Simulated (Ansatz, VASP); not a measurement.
## ScPt in VASP and in Ansatz

File INCAR:

```
SYSTEM = ScPt
PREC = Accurate ; ENCUT = 520
EDIFF = 1E-7 ; ISMEAR = -1
SIGMA = 0.05 ; LREAL = .FALSE.
LASPH = .TRUE. ; NELM = 80
ALGO = Normal ; ISIF = 2
LWAVE = .FALSE. ; LCHARG = .TRUE.
GGA = CA ; LELF = .TRUE.
LVHAR = .TRUE. ; NBANDS = 18
```

Contents of KPOINTS:

```
regular mesh
0
G
  10 10 10
  0 0 0
```

The input POSCAR:

```
ScPt
1.0
    3.3130312505      0.0000000000      0.0000000000
    0.0000000000      3.3130312505      0.0000000000
    0.0000000000      0.0000000000      3.3130312505
Sc Pt
1 1
Direct
    0.5000000000      0.5000000000      0.5000000000
    0.0000000000      0.0000000000      0.0000000000
```

Input for Ansatz:

```yaml
crystal:
  lattice:
    - [3.3130312505, 0.0, 0.0]
    - [0.0, 3.3130312505, 0.0]
    - [0.0, 0.0, 3.3130312505]
  atoms:
    - { symbol: Sc, position: [0.5, 0.5, 0.5] }
    - { symbol: Pt, position: [0.0, 0.0, 0.0] }
kpoints:
  mp_grid: { grid: [10, 10, 10] }
  band_path:
    path:
      - [0.0, 0.0, 0.0]
      - [0.0, 0.5, 0.0]
      - [0.5, 0.5, 0.0]
      - [0.0, 0.0, 0.0]
      - [0.5, 0.5, 0.5]
      - [0.0, 0.5, 0.0]
      - [0.5, 0.5, 0.5]
      - [0.5, 0.5, 0.0]
    npoints: 5
scf:
  occupations: { method: fermi_dirac, width: 0.05 }
hamiltonian:
  xc: lda
  pseudopotentials: { kind: all_electron, lapw: { basis_error: 0.00025 } }
output:
  forces: true
  stress: true
  eigenvalues: true
```

Change from the starting cell: volume scaled by 1.04.

Alike in both runs: task single point; functional LDA; k mesh 10 × 10 × 10; occupations fermi-dirac, width 0.05 eV; no spin polarisation.

|  | VASP | Ansatz |
| --- | --- | --- |
| version | VASP 6.6.1 | Ansatz 0.2.0 |
| potentials or method | VASP PAW LDA potentials, release 64 (Sc_sv, Pt), cutoff 520 eV | all-electron LAPW, scalar-relativistic |

Ansatz gave:

* pressure (GPa): -10.3

Problem. Which values does VASP return?

Solution. Pressure (GPa): -9.8.

LDA's correlation is that of Perdew and Zunger in VASP and of Perdew and Wang (1992) in Ansatz. Ansatz ran all-electron here, and VASP with PAW potentials.

Neither program's run includes spin-orbit coupling.
